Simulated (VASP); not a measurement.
# Li2Se: single point with PBE

Crystal: Li2Se.

```
Li Se
1.0
     0.00000    2.94121    2.94121
     2.94121    0.00000    2.94121
     2.94121    2.94121    0.00000
Li Se
2 1
Direct
  0.25000 0.25000 0.25000
  0.75000 0.75000 0.75000
  0.00000 0.00000 0.00000
```

This cell differs from its parent crystal: volume scaled by 0.94.

```yaml
Program: VASP 6.6.1
Task: single point
Functional: PBE
Potentials_or_basis: VASP PAW PBE potentials, release 64 (Li_sv, Se)
Cutoff: 750 eV
k_mesh: 8 × 8 × 8
Occupations: gaussian, width 0.02 eV
Spin: no spin polarisation
```

```json
{
 "Pressure": "2.3 GPa",
 "Band gap on the k mesh": "2.92 eV, indirect (least direct gap 3.65 eV)"
}
```

Levels at points of the mesh, in eV from the valence-band top:
| k point | band 4 | band 5 | band 6 | band 7 | band 8 | band 9 |
| --- | --- | --- | --- | --- | --- | --- |
| (0.00, 0.00, 0.00) | 0.00 | 0.00 | 0.00 | 3.65 | 5.65 | 5.65 |
| (0.50, 0.00, 0.00) | -3.12 | -0.58 | -0.58 | 5.36 | 5.99 | 5.99 |
| (0.50, 0.50, 0.00) | -2.42 | -1.57 | -1.57 | 2.92 | 6.33 | 10.73 |

Wall time 71 s on 1 thread of Intel(R) Xeon(R) Platinum 8488C (Sapphire Rapids), on a shared host, peak memory 0.24 GiB.

 A k mesh can miss the band edges.
